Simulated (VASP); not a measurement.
Wanted: the native input for a VASP 6.6.1 run.

```yaml
Task: single point
Functional: LDA
Potentials_or_basis: VASP PAW LDA potentials, release 64 (In_d)
Cutoff: 520 eV
k_mesh: 12 × 12 × 14
Occupations: fermi-dirac, width 0.1 eV
Spin: no spin polarisation
Dipole_correction: no
Further_INCAR_settings: ALGO = Normal; EDIFF = 1e-07; NBANDS = 12
```

The structure of In lies in POSCAR:

```
In
1.0
   -1.6019898026      1.6281983263      2.4755659685
    1.6281983263     -1.6019898026      2.4755659685
    1.5260503434      1.5260503434     -2.4583443292
In
1
Direct
    0.0000000000      0.0000000000      0.0000000000
```

One way to write it, as run:

INCAR

```
SYSTEM = In
PREC     = Accurate       ! precision mode
ENCUT    = 520            ! plane-wave cutoff, eV
EDIFF    = 1E-7           ! SCF threshold, eV
ISMEAR   = -1             ! smearing method
SIGMA    = 0.1            ! smearing width, eV
LREAL    = .False.        ! projectors in reciprocal space
LASPH    = .True.         ! aspherical terms in the spheres
NELM     = 100            ! most SCF steps
ALGO     = Normal         ! electronic algorithm
ISIF     = 2              ! what is computed and relaxed
LWAVE    = .False.        ! write WAVECAR
LCHARG   = .False.        ! write CHGCAR
GGA      = CA             ! functional
NBANDS   = 12             ! bands
```

KPOINTS

```
Automatic mesh
0
Gamma
  12 12 14
  0 0 0
```

Potentials or basis: VASP PAW LDA potentials, release 64 (In_d).

Launch:

```console
$ cat potpaw_LDA.64/In_d/POTCAR > POTCAR
$ mpirun -np 1 vasp_std > vasp.out
```

It gave:

The pressure is 0.0 GPa.

It took 100 s on 1 thread of Intel(R) Xeon(R) Platinum 8259CL CPU @ 2.50GHz (Skylake/Cascade Lake) (shared host), peak memory 0.26 GiB.
